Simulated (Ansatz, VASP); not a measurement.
SrLiH3 in VASP and in Ansatz

```
CELL_PARAMETERS angstrom
4.74656 0.00000 0.00000
0.00000 4.74656 0.00000
0.00000 0.00000 4.51502
ATOMIC_POSITIONS crystal
Li 0.00000 0.00000 0.00000
Sr 0.50000 0.50000 0.50000
H 0.00000 0.50000 0.50000
H 0.50000 0.00000 0.50000
H 0.50000 0.50000 0.00000
```

Change from the starting cell: strain +0.025 along x and y, -0.025 along z, atoms carried along.

Alike in both runs: task single point; functional PBE; k mesh 6 × 6 × 6; occupations gaussian, width 0.05 eV; no spin polarisation.

|  | VASP | Ansatz |
| --- | --- | --- |
| version | VASP 6.6.1 | Ansatz 0.2.0 |
| potentials or method | VASP PAW PBE potentials, release 64 (Li_sv, Sr_sv, H), cutoff 520 eV | scalar-relativistic, plane waves, PAW |
| valence electrons in the cell | 16 | 16 |

```csv
,VASP,Ansatz,Ansatz less VASP
gap on the k mesh at the Fermi level (eV),1.62,1.63,+0.004
least direct gap on the mesh (eV),2.15,2.16,+0.001
```

Noted on VASP's run: the cutoff is short for stress, so the pressure is rough.
